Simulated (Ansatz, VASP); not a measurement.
## Ca in VASP and in Ansatz

```
Ca
1.0
     0.00000    2.57066    2.57066
     2.57066    0.00000    2.57066
     2.57066    2.57066    0.00000
Ca
1
Direct
  0.00000 0.00000 0.00000
```

Change from the starting cell: strain -0.080 along x and y, -0.080 along z, atoms carried along.

Alike in both runs: task single point; functional PBEsol; k mesh 14 × 14 × 14; occupations gaussian, width 0.15 eV; no spin polarisation.

|  | VASP | Ansatz |
| --- | --- | --- |
| version | VASP 6.6.1 | Ansatz 0.2.0 |
| potentials or method | VASP PAW PBE potentials, release 64 (Ca_sv), cutoff 520 eV | scalar-relativistic, plane waves, PAW |
| valence electrons in the cell | 10 | 10 |

```tsv
	VASP	Ansatz	Ansatz less VASP
gap on the k mesh at the Fermi level (eV)	none	none	-
pressure (GPa)	4.2	4.2	-0.01
```

VASP's potentials were made for PBE, not for PBEsol. A gap of «none» marks a metal or a gap that the smearing closes.
